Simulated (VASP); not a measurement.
Write the native input for VASP 6.6.1 that does the following.

| Item | Value |
| --- | --- |
| Task | single point |
| Functional | PBE |
| Potentials or basis | VASP PAW PBE potentials, release 64 (Ta_pv) |
| Cutoff | 500 eV |
| k mesh | 4 × 4 × 4 |
| Occupations | fermi-dirac, width 0.15 eV |
| Spin | no spin polarisation |
| Dipole correction | no |
| Further INCAR settings | ALGO = Normal; EDIFF = 1e-06; NBANDS = 12 |

The structure of Ta lies in POSCAR:

```
Ta
1.0
    0.0000000000      2.0963351400      2.0963351400
    2.0963351400      0.0000000000      2.0963351400
    2.0963351400      2.0963351400      0.0000000000
Ta
1
Direct
    0.0000000000      0.0000000000      0.0000000000
```

These files were run (other wordings do the same):

INCAR

```
PREC = Accurate ; ENCUT = 500
EDIFF = 1E-6 ; ISMEAR = -1
SIGMA = 0.15 ; LREAL = F
LASPH = T ; NELM = 120
ALGO = Normal ; ISIF = 2
LWAVE = F ; LCHARG = F
GGA = PE ; NBANDS = 12
GGA_COMPAT = F
```

KPOINTS

```
Automatic mesh
0
Gamma
  4 4 4
```

Potentials or basis: VASP PAW PBE potentials, release 64 (Ta_pv).

Command:

```console
$ cat potpaw_PBE.64/Ta_pv/POTCAR > POTCAR
$ mpirun -np 1 vasp_std > vasp.out
```

Results of the run:

The pressure is 5.6 GPa.

Caveat: the k points lie up to 0.65 Å⁻¹ apart.

It used 4.7 s of CPU time on 1 thread of AMD EPYC 7R13 Processor (Zen 3), with other jobs on the host.
